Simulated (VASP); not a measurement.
A run of VASP 6.6.1 is set up as follows.

Contents of INCAR:

```
SYSTEM = HfS2
PREC = Accurate
ENCUT = 400
EDIFF = 1E-6
ISMEAR = 0
SIGMA = 0.02
LREAL = .FALSE.
LASPH = .TRUE.
NELM = 120
ALGO = Normal
ISIF = 2
LWAVE = .FALSE.
LCHARG = .FALSE.
LDIPOL = .TRUE.
IDIPOL = 3
DIPOL = 0.5 0.5 0.500
GGA = PE
IVDW = 12
NBANDS = 18
GGA_COMPAT = .FALSE.
NELMDL = -8
```

KPOINTS

```
Automatic mesh
0
G
  9 9 1
  0 0 0
```

The input POSCAR:

```
HfS2
1.0
    3.7630000000      0.0000000000      0.0000000000
   -1.8815000000      3.2588535945      0.0000000000
    0.0000000000      0.0000000000     31.8247012176
S Hf
2 1
Direct
    0.6666666667      0.3333333333      0.4578314973
    0.3333333333      0.6666666667      0.5421685027
    0.0000000000      0.0000000000      0.5000000000
```

Potentials or basis: VASP PAW PBE potentials, release 64 (S, Hf_pv).

The run is started by

```console
$ cat potpaw_PBE.64/S/POTCAR potpaw_PBE.64/Hf_pv/POTCAR > POTCAR
$ mpirun -np 1 vasp_std > vasp.out
```

Question: Estimate the band gap on the k mesh.

Answer: 1.80 eV (least direct gap 2.12 eV).

Question: What does it give for the dispersion energy per atom?

Answer: -0.214 eV.

Forces in eV/Å, atoms in the order of the input:
```
S    0.000  0.000 -0.431
S    0.000  0.000  0.431
Hf   0.000  0.000  0.000
```

Caveat: spin-orbit coupling is left out, which moves the levels of the heavy elements.
